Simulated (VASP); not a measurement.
# Hf: single point with PBEsol

Hf:

```xyz
1
Lattice="-1.7990 1.7990 1.7990 1.7990 -1.7990 1.7990 1.7990 1.7990 -1.7990" Properties=species:S:1:pos:R:3 pbc="T T T"
Hf    0.0000    0.0000    0.0000
```

This cell differs from its parent crystal: volume scaled by 0.99.

| Property | Result |
| --- | --- |
| Program | VASP 6.6.1 |
| Task | single point |
| Functional | PBEsol |
| Potentials or basis | VASP PAW PBE potentials, release 64 (Hf_pv) |
| Cutoff | 520 eV |
| k mesh | 16 × 16 × 16 |
| Occupations | fermi-dirac, width 0.08 eV |
| Spin | no spin polarisation |

The pressure is -8.5 GPa and the band gap on the k mesh is zero (band 5 reaches 5.63 eV, above the bottom of band 6 at 3.43 eV).

Levels at points of the mesh, in eV from the Fermi level:
```
           k point  band 3  band 4  band 5  band 6  band 7  band 8
(0.00, 0.00, 0.00)  -29.94   -6.91    1.48    1.48    1.48    4.15
(0.50, 0.00, 0.00)  -29.94   -3.26   -0.44    0.95    3.95    4.92
(0.50, 0.50, 0.50)  -30.45   -2.40   -2.40    6.48    6.48    6.48
```

Wall time 8.6 s on 1 thread of Intel(R) Xeon(R) 6975P-C (Granite Rapids), on a shared host, peak memory 0.16 GiB.

Caveat: the PAW data sets were made with another functional, which shifts forces and pressure a little; spin-orbit coupling is left out, which moves the levels of the heavy elements.
